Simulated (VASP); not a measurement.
Wanted: the native input for a VASP 6.6.1 run.

* Task: single point
* Functional: PBE
* Potentials or basis: VASP PAW PBE potentials, release 64 (W_sv, Se)
* Cutoff: 520 eV
* k mesh: 12 × 12 × 2
* Occupations: gaussian, width 0.02 eV
* Spin: no spin polarisation
* Dipole correction: no
* Further INCAR settings: ALGO = Normal; EDIFF = 1e-06; NBANDS = 35

The structure of WSe2 lies in POSCAR:

```
WSe2
1.0
    3.3183824662      0.0000000000      0.0000000000
   -1.6591912331      2.8738035152      0.0000000000
    0.0000000000      0.0000000000     14.8203624061
W Se
2 4
Direct
    0.3333333333      0.6666666667      0.2500000000
    0.6666666667      0.3333333333      0.7500000000
    0.3333333333      0.6666666667      0.6367384743
    0.6666666667      0.3333333333      0.1367384743
    0.3333333333      0.6666666667      0.8632615257
    0.6666666667      0.3333333333      0.3632615257
```

This cell differs from its parent crystal: volume scaled by 0.97, then relaxed in part.

The input as run:

INCAR

```
SYSTEM = WSe2
ALGO = Normal ; EDIFF = 1E-6
ENCUT = 520 ; GGA = PE
ISIF = 2 ; ISMEAR = 0
LASPH = .TRUE. ; LCHARG = .FALSE.
LREAL = .FALSE. ; LWAVE = .FALSE.
NBANDS = 35 ; NELM = 60
PREC = Accurate ; SIGMA = 0.02
```

KPOINTS

```
k-points
0
G
  12 12 2
  0 0 0
```

Potentials or basis: VASP PAW PBE potentials, release 64 (W_sv, Se).

Launch:

```sh
$ cat potpaw_PBE.64/W_sv/POTCAR potpaw_PBE.64/Se/POTCAR > POTCAR
$ mpirun -np 1 vasp_std > vasp.out
```

It gave:

```
Pressure               : 0.4 GPa
Largest force          : 0.051 eV/Å
Band gap on the k mesh : 1.43 eV, indirect (least direct gap 1.52 eV)
```

Caveat: spin-orbit coupling is left out, which moves the levels of the heavy elements; this functional lacks dispersion, which binds the layers, so the pressure and a relaxed spacing across them are unreliable.

Run time: 2.1 min on 1 thread of Intel(R) Xeon(R) 6975P-C (Granite Rapids), on a shared host, peak memory 0.37 GiB.
